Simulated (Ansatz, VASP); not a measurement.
SrGe2H2: VASP beside Ansatz

POSCAR

```
SrGe2H2
1.0
    2.2025240000      3.8148810000      0.0000000000
   -2.2025240000      3.8148810000      0.0000000000
    0.0000000000      0.0000000000      4.7116730000
Ge H Sr
2 2 1
Direct
    0.3333000000      0.3334000000      0.4656000000
    0.6667000000      0.6666000000      0.5344000000
    0.3333000000      0.3334000000      0.1067000000
    0.6667000000      0.6666000000      0.8933000000
    0.0000000000      0.0000000000      0.0000000000
```

The input INCAR.step1:

```
SYSTEM = SrGe2H2
ALGO = Normal
EDIFF = 1E-4
ENCUT = 520
GGA = PE
ISMEAR = -1
LASPH = .TRUE.
LCHARG = .FALSE.
LREAL = .FALSE.
LWAVE = .TRUE.
NBANDS = 28
NELM = 80
PREC = Accurate
SIGMA = 0.1
```

INCAR.step2

```
SYSTEM = SrGe2H2
ALGO = Normal
EDIFF = 1E-6
ENCUT = 520
ISIF = 2
ISMEAR = -1
ISTART = 1
LASPH = .TRUE.
LCHARG = .FALSE.
LMIXTAU = .TRUE.
LREAL = .FALSE.
LWAVE = .FALSE.
METAGGA = R2SCAN
NBANDS = 28
NELM = 80
PREC = Accurate
SIGMA = 0.1
```

KPOINTS

```
k-points
0
G
  5 5 4
  0 0 0
```

Input for Ansatz:

```yaml
crystal:
  lattice:
    - [2.202524, 3.814881, 0.0]
    - [-2.202524, 3.814881, 0.0]
    - [0.0, 0.0, 4.711673]
  atoms:
    - { symbol: Ge, position: [0.3333, 0.3334, 0.4656] }
    - { symbol: Ge, position: [0.6667, 0.6666, 0.5344] }
    - { symbol: H, position: [0.3333, 0.3334, 0.1067] }
    - { symbol: H, position: [0.6667, 0.6666, 0.8933] }
    - { symbol: Sr, position: [0.0, 0.0, 0.0] }
  symmetry: { tolerance: 0.0003 }
kpoints:
  mp_grid: { grid: [5, 5, 4], shift: [0, 0, 0] }
magnetization:
  spin_polarized: false
scf:
  occupations: { method: fermi_dirac }
hamiltonian:
  pseudopotentials: { kind: paw }
  xc: r2scan
basis:
  ecutwfc: 500
output:
  forces: true
  stress: true
  eigenvalues: true
```

Alike in both runs: task single point; functional r2SCAN; k mesh 5 × 5 × 4; no spin polarisation.

|  | VASP | Ansatz |
| --- | --- | --- |
| version | VASP 6.6.1 | Ansatz 0.2.0 |
| potentials or method | VASP PAW PBE potentials, release 64 (Ge_d, H, Sr_sv), cutoff 520 eV | PAW plane waves |
| occupations | fermi-dirac, width 0.1 eV | fermi-dirac |
| valence electrons in the cell | 40 | 40 |

```tsv
	VASP	Ansatz	Ansatz less VASP
gap on the k mesh at the Fermi level (eV)	none	none	-
pressure (GPa)	3.2	3.2	-0.09
traceless stress, the component that is largest in VASP (GPa)	-3.51	-3.64	-0.126
rms of the force components (eV/Å)	0.473	0.467	-0.0067
```

VASP's potentials were made for PBE, not for r2SCAN. Atom by atom the forces differ by 0.009 eV/Å (rms over components). A gap of «none» marks a metal or a gap that the smearing closes. Ansatz's warnings: structure snapped to symmetry.
